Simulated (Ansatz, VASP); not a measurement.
# HgTe in VASP and in Ansatz

```
CELL_PARAMETERS angstrom
0.00000 3.32641 3.32641
3.32641 0.00000 3.32641
3.32641 3.32641 0.00000
ATOMIC_POSITIONS crystal
Hg 0.00000 0.00000 0.00000
Te 0.25000 0.25000 0.25000
```

Alike in both runs: functional PBE; k mesh 12 × 12 × 12; occupations gaussian, width 0.1 eV; no spin polarisation.

Ansatz relaxed the structure, and its values are those at the end. VASP's run is a single point on that final structure, the one shown.

```csv
,VASP,Ansatz
version,VASP 6.6.1,Ansatz 0.2.0
potentials or method,"VASP PAW PBE potentials, release 64 (Hg, Te), cutoff 520 eV","scalar-relativistic, plane waves, PAW"
valence electrons in the cell,18,36
```

|  | VASP | Ansatz | Ansatz less VASP |
| --- | --- | --- | --- |
| gap on the k mesh at the Fermi level (eV) | none | none | - |
| pressure (GPa) | 0.0 | 0.0 | -0.05 |

A gap of «none» marks a metal or a gap that the smearing closes. VASP's potentials hold 18 valence electrons a cell and Ansatz's 36, so a difference there can come from the potentials and not from the codes.

Neither program's run includes spin-orbit coupling.
